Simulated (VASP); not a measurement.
# SnGeP6: single point with PBE

The system is SnGeP6.

```
CELL_PARAMETERS angstrom
3.64402 2.10388 3.48997
-3.64402 2.10388 3.48997
0.00000 -4.20776 3.48997
ATOMIC_POSITIONS crystal
Sn 0.75372 0.75372 0.75372
Ge 0.23685 0.23685 0.23685
P 0.28667 0.28667 0.76214
P 0.24124 0.69985 0.69985
P 0.28667 0.76214 0.28667
P 0.76214 0.28667 0.28667
P 0.69985 0.69985 0.24124
P 0.69985 0.24124 0.69985
```

```json
{
 "Program": "VASP 6.6.1",
 "Task": "single point",
 "Functional": "PBE",
 "Potentials or basis": "VASP PAW PBE potentials, release 64 (Sn_d, Ge_d, P)",
 "Cutoff": "520 eV",
 "k mesh": "6 × 6 × 6",
 "Occupations": "gaussian, width 0.1 eV",
 "Spin": "no spin polarisation",
 "Dipole correction": "no",
 "Further INCAR settings": "ALGO = Fast; EDIFF = 1e-06; NBANDS = 39"
}
```

The pressure is -0.2 GPa. The largest force is 0.049 eV/Å and the band gap on the k mesh is zero (bands 29 and 30 overlap by 1.96 eV).

Forces in eV/Å, atoms in the order of the input:
```
Sn   0.000  0.000  0.010
Ge   0.000  0.000 -0.006
P    0.000  0.033  0.037
P    0.022  0.013 -0.038
P    0.028 -0.016  0.037
P   -0.028 -0.016  0.037
P    0.000 -0.026 -0.038
P   -0.022  0.013 -0.038
```

Stress tensor (GPa, compression positive):
```
-0.23  0.00  0.00
 0.00 -0.23  0.00
 0.00  0.00 -0.09
```

Levels at points of the mesh, in eV from the Fermi level:
```csv
k point,band 27,band 28,band 29,band 30,band 31,band 32
"(0.00, 0.00, 0.00)",-3.05,-1.90,-1.60,-1.60,1.32,1.32
"(0.50, 0.00, 0.00)",-1.90,-1.68,-0.93,0.62,1.75,1.97
"(0.50, 0.50, 0.00)",-1.56,-1.29,0.03,0.54,1.28,1.60
"(0.50, 0.50, 0.50)",-0.47,-0.47,0.26,0.63,0.63,0.73
```

It took 7.1 min on 1 thread of AMD EPYC 9755 128-Core Processor, with other jobs on the host, peak memory 0.33 GiB.

Caveat: spin-orbit coupling is left out, which moves the levels of the heavy elements.
